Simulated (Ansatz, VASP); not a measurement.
# Two plane-wave programs on LiNbO3

```xyz
10
Lattice="2.5924 1.4967 4.5628 -2.5924 1.4967 4.5628 0.0000 -2.9934 4.5628" Properties=species:S:1:pos:R:3 pbc="T T T"
Li    0.0000    0.0000    3.4221
Li    0.0000    0.0000   10.2663
Nb    0.0000    0.0000    0.0000
Nb    0.0000    0.0000    6.8442
O    -0.6300   -1.4967    5.7035
O     1.6112    0.2027    5.7035
O    -0.9812    1.2940    5.7035
O     0.6300    1.4967    7.9849
O    -1.6112   -0.2027    7.9849
O     0.9812   -1.2940    7.9849
```

Alike in both runs: task single point; functional r2SCAN; k mesh 6 × 6 × 6; occupations gaussian, width 0.05 eV; no spin polarisation.

```csv
,VASP,Ansatz
version,VASP 6.6.1,Ansatz 0.2.0
potentials or method,"VASP PAW PBE potentials, release 64 (Li_sv, Nb_sv, O), cutoff 520 eV","scalar-relativistic, plane waves, PAW"
valence electrons in the cell,68,68
```

|  | VASP | Ansatz | Ansatz less VASP |
| --- | --- | --- | --- |
| gap on the k mesh at the Fermi level (eV) | 2.96 | 2.98 | +0.013 |
| least direct gap on the mesh (eV) | 3.08 | 3.09 | +0.011 |

VASP's potentials were made for PBE, not for r2SCAN. The functional is the same, so the differences come from potentials, cutoffs and numerics.

Noted on VASP's run: the cutoff is under 1.25 times that of the potentials, so the pressure is a little rough.
